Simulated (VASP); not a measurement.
# LiAgC (Cmmm) in VASP: single point with PBE

Aim: the single point of LiAgC with PBE.

All numbers are computed with VASP 6.6.1; they aren't measurements. Logs are shortened: lines on timing, memory, paths and dates and some standing lists are left out, and cuts for length are marked.

## 1. The cell of the first run

The structure is orthorhombic, space group Cmmm (No. 65). The conventional cell has a = 3.599 Å, b = 3.700 Å, c = 6.999 Å, α = 90.00°, β = 90.00°, γ = 90.00°. Within 3.7 Å of Li (site symmetry mmm) lie 8 Li at 2.58 to 3.70 Å and 2 Ag at 3.50 Å. Within 2.4 Å of Ag (site symmetry mmm) lie 4 C at 1.80 to 1.85 Å. C (site symmetry mmm) has 4 Ag at 1.80 to 1.85 Å within 2.4 Å.

The cell was built from a structure type or drawn by symmetry, and may not be a known phase.

## 2. Single point, PBE

Input file INCAR:

```
PREC     = Accurate       # precision mode
ENCUT    = 520            # plane-wave cutoff, eV
EDIFF    = 1E-6           # SCF threshold, eV
ISMEAR   = 0              # smearing method
SIGMA    = 0.1            # smearing width, eV
LREAL    = False          # projectors in reciprocal space
LASPH    = True           # aspherical terms in the spheres
NELM     = 100            # most SCF steps
ALGO     = Normal         # electronic algorithm
ISIF     = 2              # what is computed and relaxed
LWAVE    = False          # write WAVECAR
LCHARG   = False          # write CHGCAR
GGA      = PE             # functional
NBANDS   = 16             # bands
```

Input file KPOINTS:

```
Automatic mesh
0
Gamma
  6 6 4
```

Input file POSCAR:

```
LiAgC
1.0
    1.7996003200     -1.8498689800      0.0000000000
    1.7996003200      1.8498689800      0.0000000000
    0.0000000000      0.0000000000      6.9993974300
Li Ag C
1 1 1
Direct
    0.5000000000      0.5000000000      0.5000000000
    0.5000000000      0.5000000000      0.0000000000
    0.0000000000      0.0000000000      0.0000000000
```

Potentials or basis: VASP PAW PBE potentials, release 64 (Li_sv, Ag, C).

The run is started by

```sh
> cat potpaw_PBE.64/Li_sv/POTCAR potpaw_PBE.64/Ag/POTCAR potpaw_PBE.64/C/POTCAR > POTCAR
> mpirun -np 1 vasp_std > vasp.out
```

OUTCAR:

```text
PREC = Accurate
   ENCUT = 520
   EDIFF = 1E-6
   ISMEAR = 0
   LREAL = False
   LASPH = True
   NELM = 100
   ISIF = 2
   GGA = PE

 ion  position               nearest neighbor table
   1  0.500  0.500  0.500-
   2  0.500  0.500  0.000-   3 1.80   3 1.80   3 1.85   3 1.85
   3  0.000  0.000  0.000-   2 1.80   2 1.80   2 1.85   2 1.85

  LATTYP: Found a base centered orthorhombic cell.
 ALAT       =     3.5992006400
 B/A-ratio  =     1.0279332358
 C/A-ratio  =     1.9447088757

  Lattice vectors:

 A1 = (   1.7996003200,  -1.8498689800,   0.0000000000)
 A2 = (   1.7996003200,   1.8498689800,   0.0000000000)
 A3 = (   0.0000000000,   0.0000000000,   6.9993974300)

Analysis of symmetry for initial positions (statically):
=====================================================================
 Subroutine PRICEL returns:
 Original cell was already a primitive cell.

 Routine SETGRP: Setting up the symmetry group for a
 base centered orthorhombic supercell.

 Subroutine GETGRP returns: Found  8 space group operations
 (whereof  8 operations were pure point group operations)
 out of a pool of  8 trial point group operations.

The static configuration has the point symmetry D_2h.

Analysis of symmetry for dynamics (positions and initial velocities):
=====================================================================
 Subroutine PRICEL returns:
 Original cell was already a primitive cell.

 Routine SETGRP: Setting up the symmetry group for a
 base centered orthorhombic supercell.

 Subroutine GETGRP returns: Found  8 space group operations
 (whereof  8 operations were pure point group operations)
 out of a pool of  8 trial point group operations.

The dynamic configuration has the point symmetry D_2h.

 Subroutine INISYM returns: Found  8 space group operations
 (whereof  8 operations are pure point group operations),
 and found     1 'primitive' translations

----------------------------------------------------------------------------------------

                                     Primitive cell

  volume of cell :      46.6023

  direct lattice vectors                    reciprocal lattice vectors
     1.799600320 -1.849868980  0.000000000     0.277839470 -0.270289413  0.000000000
     1.799600320  1.849868980  0.000000000     0.277839470  0.270289413  0.000000000
     0.000000000  0.000000000  6.999397430     0.000000000  0.000000000  0.142869441

  length of vectors
     2.580809283  2.580809283  6.999397430     0.387622417  0.387622417  0.142869441

  position of ions in fractional coordinates (direct lattice)
     0.500000000  0.500000000  0.500000000
     0.500000000  0.500000000  0.000000000
     0.000000000  0.000000000  0.000000000

  ion indices of the primitive-cell ions
   primitive index   ion index
                 1           1
                 2           2
                 3           3

----------------------------------------------------------------------------------------

 KPOINTS: Automatic mesh

Automatic generation of k-mesh.
 Grid dimensions read from file:
 generate k-points for:    6    6    4

 Generating k-lattice:

  Cartesian coordinates                     Fractional coordinates (reciprocal lattice)
     0.046306578 -0.045048235  0.000000000     0.166666667  0.000000000  0.000000000
     0.046306578  0.045048235  0.000000000     0.000000000  0.166666667  0.000000000
     0.000000000  0.000000000  0.035717360     0.000000000  0.000000000  0.250000000

  Length of vectors
     0.064603736  0.064603736  0.035717360

  Shift w.r.t. Gamma in fractional coordinates (k-lattice)
     0.000000000  0.000000000  0.000000000

 Subroutine IBZKPT returns following result:
 ===========================================

 Found     39 irreducible k-points:

 Following reciprocal coordinates:
            Coordinates               Weight
  0.000000  0.000000  0.000000      1.000000
  0.166667 -0.000000  0.000000      4.000000
  0.333333 -0.000000  0.000000      4.000000
  0.500000 -0.000000  0.000000      2.000000
  0.166667  0.166667  0.000000      2.000000
  0.333333  0.166667  0.000000      4.000000
[... 16 lines left out ...]
  0.333333  0.333333  0.250000      4.000000
  0.500000  0.333333  0.250000      8.000000
 [... further k-points ...]
   k-points           NKPTS =     39   k-points in BZ     NKDIM =     39   number of bands    NBANDS=     16
   number of dos      NEDOS =    301   number of ions     NIONS =      3
   total plane-waves  NPLWV =  21600
   dimension x,y,z NGX =    20 NGY =   20 NGZ =   54
   dimension x,y,z NGXF=    40 NGYF=   40 NGZF=  108
   ions per type =               1   1   1
   NGX,Y,Z   is equivalent  to a cutoff of  12.88, 12.88, 12.83 a.u.
   NGXF,Y,Z  is equivalent  to a cutoff of  25.77, 25.77, 25.65 a.u.
 SYSTEM =  unknown system
   PREC   = accura    normal or accurate (medium, high low for compatibility)
   ISTART =      0    job   : 0-new  1-cont  2-samecut
   ICHARG =      2    charge: 1-file 2-atom 10-const
   ISPIN  =      1    spin polarized calculation?
   LNONCOLLINEAR =      F non collinear calculations
   LSORBIT =      F    spin-orbit coupling
   LASPH  =      T    aspherical Exc in radial PAW
   ENCUT  =  520.0 eV  38.22 Ry    6.18 a.u.   4.80  4.80 13.01*2*pi/ulx,y,z
   NELM   =    100;   NELMIN=  2; NELMDL= -5     # of ELM steps
   EDIFF  = 0.1E-05   stopping-criterion for ELM
   LREAL  =      F    real-space projection
   EDIFFG = 0.1E-04   stopping-criterion for IOM
   NSW    =      0    number of steps for IOM
   IBRION =     -1    ionic relax: 0-MD 1-quasi-New 2-CG
   NFREE  =      0    steps in history (QN), initial steepest desc. (CG)
   ISIF   =      2    stress and relaxation
   ISYM   =      2    0-nonsym 1-usesym 2-fastsym
   POTIM  = 0.5000    time-step for ionic-motion
   TEBEG  =    0.0;   TEEND  =   0.0 temperature during run
   PSTRESS=    0.0 pullay stress
   NELECT =      18.0000    total number of electrons
   NUPDOWN=      -1.0000    fix difference up-down
   EMIN   =  10.00;   EMAX   =-10.00  energy-range for DOS
   EFERMI =   0.00;   METHOD = LEGACY
   ISMEAR =     0;   SIGMA  =   0.10  broadening in eV -4-tet -1-fermi 0-gaus
   EFERMI_NEDOS =   21; number of points for ismear=-14 and -15
   IALGO  =     38    algorithm
   IMIX   =      4    mixing-type and parameters
     AMIX     =   0.40;   BMIX     =  1.00
     AMIX_MAG =   1.60;   BMIX_MAG =  1.00
  volume/ion in A,a.u.               =      15.53       104.83
  Fermi-wavevector in a.u.,A,eV,Ry     =   1.192238  2.253004 19.339762  1.421432
  Thomas-Fermi vector in A             =   2.328281
   LORBIT       =      0    0 simple, 1 ext, 2 COOP (PROOUT), +10 PAW based schemes
   GGA     = PE    functional components
   LHFCALC =     F    Hartree Fock is set to
   AEXX    =    0.0000 exact exchange contribution
   IVDW    =     0    specifies the selected vdW correction
   LEPSILON=     F    determine dielectric tensor
   LRPA    =     F    only Hartree local field effects (RPA)
 non-spin polarized calculation
 Gauss-broadening in eV      SIGMA  =   0.10
  energy-cutoff  :      520.00
  volume of cell :       46.60
 maximum number of plane-waves:      1276
   NGX =  9   NGY =  9   NGZ = 27

 number of electron      17.9999998 magnetization

 Free energy of the ion-electron system (eV)
  ---------------------------------------------------
  ext. energy  EPLUGINS =         0.00000000
  ---------------------------------------------------
  free energy    TOTEN  =        -5.33755602 eV

  energy without entropy =       -5.32370726  energy(sigma->0) =       -5.33063164

 E-fermi :   4.7210     XC(G=0):  -9.2652

 val. band max:        4.6903106609   @ k =   0.5000   0.3333   0.0000
 cond. band min:       4.7435036235   @ k =  -0.3333   0.1667   0.0000
 fundamental gap:      0.0531929626
 Fermi energy:         4.7210368607

 k-point     1 :       0.0000    0.0000    0.0000
  band No.  band energies     occupation
      1     -42.4442      2.00000
      2     -11.2523      2.00000
      3      -5.3278      2.00000
      4      -2.0939      2.00000
      5      -1.8097      2.00000
      6      -1.3508      2.00000
[... 8 lines left out ...]
     15      19.0443      0.00000
     16      19.1629      0.00000

 k-point     2 :       0.1667   -0.0000    0.0000
  band No.  band energies     occupation
      1     -42.4350      2.00000
      2     -10.5900      2.00000
      3      -5.1674      2.00000
      4      -3.5380      2.00000
      5      -2.7845      2.00000
      6      -1.7205      2.00000
[... 8 lines left out ...]
     15      15.4449      0.00000
     16      19.2586      0.00000

 k-point     3 :       0.3333   -0.0000    0.0000
  band No.  band energies     occupation
      1     -42.4165      2.00000
      2      -8.8970      2.00000
      3      -5.4236      2.00000
      4      -5.2274      2.00000
      5      -4.0806      2.00000
      6      -1.4925      2.00000
[... 8 lines left out ...]
     15      13.8492      0.00000
     16      16.1895      0.00000

 k-point     4 :       0.5000   -0.0000    0.0000
  band No.  band energies     occupation
      1     -42.4073      2.00000
      2      -7.1835      2.00000
      3      -6.4208      2.00000
      4      -6.0094      2.00000
      5      -4.5512      2.00000
      6      -1.2731      2.00000
[... 8 lines left out ...]
     15      13.9564      0.00000
     16      13.9996      0.00000
[... 324 lines left out ...]
 k-point    22 :      -0.1667    0.1667    0.2500
  band No.  band energies     occupation
      1     -42.4261      2.00000
      2     -10.0824      2.00000
      3      -4.7801      2.00000
      4      -4.6836      2.00000
      5      -2.9089      2.00000
      6      -1.7716      2.00000
[... 8 lines left out ...]
     15      16.0770      0.00000
     16      18.2587      0.00000

 k-point    23 :       0.3333    0.3333    0.2500
  band No.  band energies     occupation
      1     -42.3903      2.00000
      2      -9.5099      2.00000
      3      -4.4252      2.00000
      4      -3.4456      2.00000
      5      -3.2360      2.00000
      6      -2.5308      2.00000
[... 8 lines left out ...]
     15      15.8221      0.00000
     16      16.3390      0.00000

 k-point    24 :       0.5000    0.3333    0.2500
  band No.  band energies     occupation
      1     -42.3817      2.00000
      2     -10.0069      2.00000
      3      -3.4979      2.00000
      4      -3.4348      2.00000
      5      -2.5300      2.00000
      6      -1.2032      2.00000
[... 8 lines left out ...]
     15      13.5566      0.00000
     16      15.3854      0.00000

 [... further k-points ...]

------------------------ aborting loop because EDIFF is reached ----------------------------------------

  FORCE on cell =-STRESS in cart. coord.  units (eV):
  Direction    XX          YY          ZZ          XY          YZ          ZX
  --------------------------------------------------------------------------------------
  -------------------------------------------------------------------------------------
  Total       29.3111296     25.7149369     -0.9242602     -0.0000000      0.0000000      0.0000000
  in kB     1007.7097417    884.0734837    -31.7758499     -0.0000000      0.0000000      0.0000000
  external PRESSURE =     620.0024585 kB  Pullay stress =       0.0000000 kB

 VOLUME and BASIS-vectors are now :
 -----------------------------------------------------------------------------
  energy-cutoff  :      520.00
  volume of cell :       46.60
      direct lattice vectors                 reciprocal lattice vectors
     1.799600320 -1.849868980  0.000000000     0.277839470 -0.270289413  0.000000000
     1.799600320  1.849868980  0.000000000     0.277839470  0.270289413  0.000000000
     0.000000000  0.000000000  6.999397430     0.000000000  0.000000000  0.142869441

 POSITION                                       TOTAL-FORCE (eV/Angst)
 -----------------------------------------------------------------------------------
      1.79960      0.00000      3.49970         0.000000      0.000000      0.000000
      1.79960      0.00000      0.00000        -0.000000     -0.000000      0.000000
      0.00000      0.00000      0.00000        -0.000000     -0.000000      0.000000
 -----------------------------------------------------------------------------------
    total drift:                               -0.000000     -0.000000     -0.000000

  FREE ENERGIE OF THE ION-ELECTRON SYSTEM (eV)
  ---------------------------------------------------
  free  energy   TOTEN  =        -5.3375560195 eV

  energy  without entropy=       -5.3237072608  energy(sigma->0) =       -5.33063164
```

Run time: 36 s. Hardware: 1 thread of Intel Xeon 8259CL, shared host; peak memory 0.17 GiB.

Results:

- Free energy: -5.3376 eV
- Band gap on the k mesh: zero (bands 9 and 10 overlap by 1.75 eV)

Caveat: the k points lie up to 0.41 Å⁻¹ apart, too coarse for converged energies and pressures of a metal; the cutoff is under 1.25 times the usual one of these potentials, so pressure, stress and relaxed cells hold a basis-set (Pulay) error.
